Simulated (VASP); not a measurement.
Yb: single point with BLYP

The system is Yb.

```
CELL_PARAMETERS angstrom
3.49699 0.00000 0.00000
0.00000 3.49699 0.00000
0.00000 0.00000 3.49699
ATOMIC_POSITIONS crystal
Yb 0.00000 0.00000 0.00000
```

This isn't the form of Yb at room conditions, which is fcc.

| Item | Value |
| --- | --- |
| Program | VASP 6.6.1 |
| Task | single point |
| Functional | BLYP |
| Potentials or basis | VASP PAW PBE potentials, release 64 (Yb) |
| Cutoff | 520 eV |
| k mesh | 15 × 15 × 15 |
| Occupations | fermi-dirac, width 0.1 eV |
| Spin | no spin polarisation |
| Dipole correction | no |
| Further INCAR settings | ALGO = Normal; EDIFF = 1e-06; NBANDS = 18 |

The pressure is 0.1 GPa and the band gap on the k mesh is zero (bands 12 and 13 overlap by 0.64 eV).

Levels at points of the mesh, in eV from the Fermi level:
| k point | band 10 | band 11 | band 12 | band 13 | band 14 | band 15 |
| --- | --- | --- | --- | --- | --- | --- |
| (0.00, 0.00, 0.00) | -0.52 | -0.52 | -0.47 | 0.61 | 0.61 | 5.82 |

Run time: 2.4 min on 1 thread of AMD EPYC 7R13 Processor (Zen 3), on a shared host, peak memory 0.21 GiB.

Caveat: the PAW data sets were made with another functional, which shifts forces and pressure a little; spin-orbit coupling is left out, which moves the levels of the heavy elements. Spin polarisation is off, so any magnetic state and its effect on volume and gap are missing.
